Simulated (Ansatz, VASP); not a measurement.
**Be2C in VASP and in Ansatz**

Contents of INCAR:

```
SYSTEM = Be2C
PREC     = Accurate       ! precision mode
ENCUT    = 600            ! plane-wave cutoff, eV
EDIFF    = 1E-6           ! SCF threshold, eV
ISMEAR   = 0              ! smearing method
SIGMA    = 0.01           ! smearing width, eV
LREAL    = .FALSE.        ! projectors in reciprocal space
LASPH    = .TRUE.         ! aspherical terms in the spheres
NELM     = 120            ! most SCF steps
ALGO     = Normal         ! electronic algorithm
ISIF     = 2              ! what is computed and relaxed
LWAVE    = .FALSE.        ! write WAVECAR
LCHARG   = .TRUE.         ! write CHGCAR
GGA      = PE             ! functional
LELF     = .TRUE.         ! ELF
LVHAR    = .TRUE.       
NBANDS   = 11             ! bands
GGA_COMPAT= .FALSE.
```

The input KPOINTS:

```
Automatic mesh
0
G
  8 8 8
  0 0 0
```

The input POSCAR:

```
Be2C
1.0
    0.0000000000      2.1200110180      2.1200110180
    2.1200110180      0.0000000000      2.1200110180
    2.1200110180      2.1200110180      0.0000000000
C Be
1 2
Direct
    0.0000000000      0.0000000000      0.0000000000
    0.2500000000      0.2500000000      0.2500000000
    0.7500000000      0.7500000000      0.7500000000
```

Input for Ansatz:

```yaml
crystal:
  lattice:
    - [0.0, 2.120011018, 2.120011018]
    - [2.120011018, 0.0, 2.120011018]
    - [2.120011018, 2.120011018, 0.0]
  atoms:
    - { symbol: C, position: [0.0, 0.0, 0.0] }
    - { symbol: Be, position: [0.25, 0.25, 0.25] }
    - { symbol: Be, position: [0.75, 0.75, 0.75] }
kpoints:
  mp_grid: { grid: [8, 8, 8] }
hamiltonian:
  xc: pbe
scf:
  occupations: { method: fixed }
  n_extra_bands: 4
output:
  forces: true
  stress: true
  eigenvalues: true
```

Alike in both runs: task single point; functional PBE; k mesh 8 × 8 × 8; no spin polarisation.

```csv
,VASP,Ansatz
version,VASP 6.6.1,Ansatz 0.2.0
potentials or method,"VASP PAW PBE potentials, release 64 (C, Be)","plane waves, PAW"
plane-wave cutoff (eV),600,420
occupations,"gaussian, width 0.01 eV",fixed
valence electrons in the cell,8,8
```

Ansatz gave:

- gap on the k mesh at the Fermi level (eV): 1.20
- pressure (GPa): 13.9

Task: Which values does VASP return?

Result: gap on the k mesh at the Fermi level (eV): 1.18; pressure (GPa): 14.2.
